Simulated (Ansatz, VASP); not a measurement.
## AlP: VASP beside Ansatz

```
Al P
1.0
     0.00000    2.73200    2.73200
     2.73200    0.00000    2.73200
     2.73200    2.73200    0.00000
Al P
1 1
Cartesian
  0.0000 0.0000 0.0000
  1.3660 1.3660 1.3660
```

Alike in both runs: task relaxation of cell and atoms; functional LDA; k mesh 8 × 8 × 8; occupations gaussian, width 0.02 eV; no spin polarisation.

|  | VASP | Ansatz |
| --- | --- | --- |
| version | VASP 6.6.1 | Ansatz 0.2.0 |
| potentials or method | VASP PAW LDA potentials, release 64 (Al, P), cutoff 500 eV | scalar-relativistic, plane waves, PAW |
| valence electrons in the cell | 8 | 8 |

```tsv
	VASP	Ansatz	Ansatz less VASP
gap on the k mesh at the Fermi level, each at its own relaxed structure (eV)	1.42	1.42	+0.003
relaxed volume (Å³/atom)	20.07	20.05	-0.013
relaxed cell length with the largest relative difference (Å)	3.843	3.842	-0.0009
```

Ansatz warns that its potentials were made for another functional, while VASP's fit it. LDA's correlation is that of Perdew and Zunger in VASP and of Perdew and Wang (1992) in Ansatz.
